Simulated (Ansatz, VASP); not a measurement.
**Two plane-wave programs on MgTe**

File POSCAR:

```
MgTe
1.0
    4.5789285700      0.0000000000      0.0000000000
   -2.2894642900      3.9654684700      0.0000000000
    0.0000000000      0.0000000000      7.4548486100
Mg Te
2 2
Direct
    0.3333333300      0.6666666700      0.0043523900
    0.6666666700      0.3333333300      0.5043523900
    0.3333333300      0.6666666700      0.3806476100
    0.6666666700      0.3333333300      0.8806476100
```

INCAR.step1

```
SYSTEM = MgTe
PREC = Accurate
ENCUT = 580
ISMEAR = -1
SIGMA = 0.02
LREAL = .FALSE.
LASPH = .TRUE.
NELM = 120
GGA = PE
ALGO = Normal
EDIFF = 1E-5
LWAVE = .TRUE.
LCHARG = .FALSE.
GGA_COMPAT = .FALSE.
IBRION = 2
EDIFFG = -0.01
NELMIN = 4
NSW = 100
```

File INCAR.step2:

```
SYSTEM = MgTe
PREC = Accurate
ENCUT = 580
EDIFF = 1E-7
ISMEAR = -1
SIGMA = 0.02
LREAL = .FALSE.
LASPH = .TRUE.
NELM = 120
ALGO = Normal
ISIF = 2
LWAVE = .FALSE.
LCHARG = .FALSE.
METAGGA = R2SCAN
LMIXTAU = .TRUE.
IBRION = 2
NSW = 50
EDIFFG = -0.01
ISTART = 1
GGA_COMPAT = .FALSE.
NELMIN = 4
```

KPOINTS

```
regular mesh
0
G
  6 6 4
  0 0 0
```

Input for Ansatz:

```yaml
crystal:
  lattice:
    - [4.57892857, 0.0, 0.0]
    - [-2.28946429, 3.96546847, 0.0]
    - [0.0, 0.0, 7.45484861]
  atoms:
    - { symbol: Mg, position: [0.33333333, 0.66666667, 0.00435239] }
    - { symbol: Mg, position: [0.66666667, 0.33333333, 0.50435239] }
    - { symbol: Te, position: [0.33333333, 0.66666667, 0.38064761] }
    - { symbol: Te, position: [0.66666667, 0.33333333, 0.88064761] }
  symmetry: { tolerance: 0.0003 }
hamiltonian:
  xc: r2scan
  pseudopotentials: { kind: paw, azcp: { folder: soft_1 } }
basis:
  ecutwfc: 500
magnetization:
  spin_polarized: false
scf:
  occupations: { method: fermi_dirac, width: 0.02 }
kpoints:
  mp_grid: { grid: [6, 6, 4], shift: [0, 0, 0] }
  band_path:
    path:
      - [0.0, 0.0, 0.0]
      - [0.5, 0.0, 0.0]
      - [0.33333333, 0.33333333, 0.0]
      - [0.0, 0.0, 0.0]
      - [0.0, 0.0, 0.5]
      - [0.5, 0.0, 0.5]
      - [0.33333333, 0.33333333, 0.5]
      - [0.0, 0.0, 0.5]
      - [0.5, 0.0, 0.5]
      - [0.5, 0.0, 0.0]
      - [0.33333333, 0.33333333, 0.5]
    npoints: 7
output:
  forces: true
  stress: true
  eigenvalues: true
  write_potential: true
  elf: true
  volumetric_format: npy
  dos: { e_range: [-12, 8], de: 0.05 }
relax:
  max_steps: 30
```

Alike in both runs: task relaxation of the atoms; functional r2SCAN; k mesh 6 × 6 × 4; occupations fermi-dirac, width 0.02 eV; no spin polarisation.

```csv
,VASP,Ansatz
version,VASP 6.6.1,Ansatz 0.2.0
potentials or method,"VASP PAW PBE potentials, release 64 (Mg, Te), cutoff 580 eV",PAW plane waves
valence electrons in the cell,16,52
```

|  | VASP | Ansatz | Ansatz less VASP |
| --- | --- | --- | --- |
| gap on the k mesh at the Fermi level, each at its own relaxed structure (eV) | 3.14 | 3.16 | +0.020 |

VASP's potentials were made for PBE, not for r2SCAN. VASP's potentials hold 16 valence electrons a cell and Ansatz's 52, so a difference there can come from the potentials and not from the codes. Ansatz's warnings: stress scf threshold loose.

Spin-orbit coupling is off throughout. Noted on VASP's run: the relaxation stopped at its first step, so nothing moved.
